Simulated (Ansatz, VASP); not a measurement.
**Fe in VASP and in Ansatz**

```
CELL_PARAMETERS angstrom
2.55376 0.00000 0.00000
-1.27688 2.21162 0.00000
0.00000 0.00000 8.34057
ATOMIC_POSITIONS crystal
Fe 0.00000 0.00000 0.00000
Fe 0.00000 0.00000 0.50000
Fe 0.33333 0.66667 0.25000
Fe 0.66667 0.33333 0.75000
```

Alike in both runs: task relaxation of cell and atoms; functional BLYP; k mesh 14 × 14 × 4; occupations fermi-dirac, width 0.1 eV; no spin polarisation.

```csv
,VASP,Ansatz
version,VASP 6.6.1,Ansatz 0.2.0
potentials or method,"VASP PAW PBE potentials, release 64 (Fe), cutoff 600 eV","plane waves (420 eV) with PAW, scalar-relativistic"
valence electrons in the cell,32,64
```

|  | VASP | Ansatz | Ansatz less VASP |
| --- | --- | --- | --- |
| relaxed volume (Å³/atom) | 10.68 | 10.68 | 0.000 |
| relaxed cell length with the largest relative difference (Å) | 7.987 | 7.988 | +0.0009 |

VASP's potentials were made for PBE, not for BLYP. VASP's potentials hold 32 valence electrons a cell and Ansatz's 64, so a difference there can come from the potentials and not from the codes.

Noted on VASP's run: too few bands were computed for a metal, which touches its energy and stress.
